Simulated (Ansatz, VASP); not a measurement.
One calculation of Sr, two programs

Contents of INCAR:

```
SYSTEM = Sr
PREC = Accurate
ENCUT = 520
EDIFF = 1E-6
ISMEAR = 0
SIGMA = 0.15
LREAL = .FALSE.
LASPH = .TRUE.
NELM = 60
ALGO = Fast
ISIF = 2
LWAVE = .FALSE.
LCHARG = .TRUE.
GGA = PE
LELF = .TRUE.
LVHAR = .TRUE.
NBANDS = 11
```

Contents of KPOINTS:

```
regular mesh
0
G
  14 14 14
  0 0 0
```

The input POSCAR:

```
Sr
1.0
    0.0076058750      3.0423500000      3.0423500000
    3.0423500000      0.0076058750      3.0423500000
    3.0499558750      3.0499558750      0.0000000000
Sr
1
Direct
    0.0000000000      0.0000000000      0.0000000000
```

Input for Ansatz:

```yaml
crystal:
  lattice:
    - [0.007605875, 3.04235, 3.04235]
    - [3.04235, 0.007605875, 3.04235]
    - [3.049955875, 3.049955875, 0.0]
  atoms:
    - { symbol: Sr, position: [0.0, 0.0, 0.0] }
basis:
  ecutwfc: 420
kpoints:
  mp_grid: { grid: [14, 14, 14] }
hamiltonian:
  xc: pbe
scf:
  occupations: { method: gaussian, width: 0.15 }
output:
  forces: true
  stress: true
  eigenvalues: true
```

Change from the starting cell: strain +0.0050 x Voigt [0, 0, 0, 0, 0, 1], atoms carried along.

Alike in both runs: task single point; functional PBE; k mesh 14 × 14 × 14; occupations gaussian, width 0.15 eV; no spin polarisation.

|  | VASP | Ansatz |
| --- | --- | --- |
| version | VASP 6.6.1 | Ansatz 0.2.0 |
| potentials or method | VASP PAW PBE potentials, release 64 (Sr_sv), cutoff 520 eV | scalar-relativistic, plane waves, PAW |
| valence electrons in the cell | 10 | 10 |

```csv
,VASP,Ansatz,Ansatz less VASP
gap on the k mesh at the Fermi level (eV),none,none,-
pressure (GPa),-0.3,-0.3,-0.01
"traceless stress, the component that is largest in VASP (GPa)",-0.05,-0.05,0.000
```

A gap of «none» marks a metal or a gap that the smearing closes. The functional is the same, so the differences come from potentials, cutoffs and numerics.
